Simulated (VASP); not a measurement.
Here is a VASP 6.6.1 calculation.

The input INCAR:

```
PREC     = Accurate       # precision mode
ENCUT    = 520            # plane-wave cutoff, eV
EDIFF    = 1E-7           # SCF threshold, eV
ISMEAR   = 0              # smearing method
SIGMA    = 0.1            # smearing width, eV
LREAL    = F              # projectors in reciprocal space
LASPH    = T              # aspherical terms in the spheres
NELM     = 80             # most SCF steps
ALGO     = Normal         # electronic algorithm
ISIF     = 2              # what is computed and relaxed
LWAVE    = F              # write WAVECAR
LCHARG   = F              # write CHGCAR
GGA      = PE             # functional
NBANDS   = 39             # bands
```

The input KPOINTS:

```
Automatic mesh
0
Gamma
  4 4 4
```

POSCAR

```
Zn4W
1.0
   -2.6751961400      2.6751961400      2.6751961400
    2.6751961400     -2.6751961400      2.6751961400
    2.6751961400      2.6751961400     -2.6751961400
Zn W
4 1
Direct
    0.0000000000      0.0000000000      0.5000000000
    0.5000000000      0.0000000000      0.0000000000
    0.0000000000      0.5000000000      0.0000000000
    0.5000000000      0.5000000000      0.5000000000
    0.0000000000      0.0000000000      0.0000000000
```

Potentials or basis: VASP PAW PBE potentials, release 64 (Zn, W_sv).

The run is started by

```sh
$ cat potpaw_PBE.64/Zn/POTCAR potpaw_PBE.64/W_sv/POTCAR > POTCAR
$ mpirun -np 1 vasp_std > vasp.out
```

Problem. Estimate the band gap on the k mesh.

Solution. Zero (band 31 reaches 5.26 eV, above the bottom of band 32 at 2.38 eV).

Problem. Estimate the pressure.

Solution. 45.0 GPa.

Caveat: the k points lie up to 0.42 Å⁻¹ apart; spin-orbit coupling is left out, which moves the levels of the heavy elements.
